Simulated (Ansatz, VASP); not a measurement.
## Ti3C2: VASP beside Ansatz

```
Ti C
1.0
     3.08830    0.00000    0.00000
    -1.54415    2.67454    0.00000
     0.00000    0.00000    7.30654
Ti C
3 2
Direct
  0.00000 0.00000 0.00000
  0.33333 0.66667 0.67902
  0.66667 0.33333 0.32098
  0.33333 0.66667 0.17655
  0.66667 0.33333 0.82345
```

Alike in both runs: functional r2SCAN; k mesh 12 × 12 × 6; occupations gaussian, width 0.1 eV; no spin polarisation.

Ansatz relaxed the structure, and its values are those at the end. VASP's run is a single point on that final structure, the one shown.

|  | VASP | Ansatz |
| --- | --- | --- |
| version | VASP 6.6.1 | Ansatz 0.2.0 |
| potentials or method | VASP PAW PBE potentials, release 64 (Ti_sv, C), cutoff 520 eV | scalar-relativistic, plane waves, PAW |
| valence electrons in the cell | 44 | 44 |

VASP gave:

- gap on the k mesh at the Fermi level (eV): none
- pressure (GPa): 0.8
- rms of the force components (eV/Å): 0.034

Q: Which values does Ansatz return?

A: gap on the k mesh at the Fermi level (eV): none; pressure (GPa): 0.0; rms of the force components (eV/Å): 0.002.

VASP's potentials were made for PBE, not for r2SCAN. A gap of «none» marks a metal or a gap that the smearing closes.
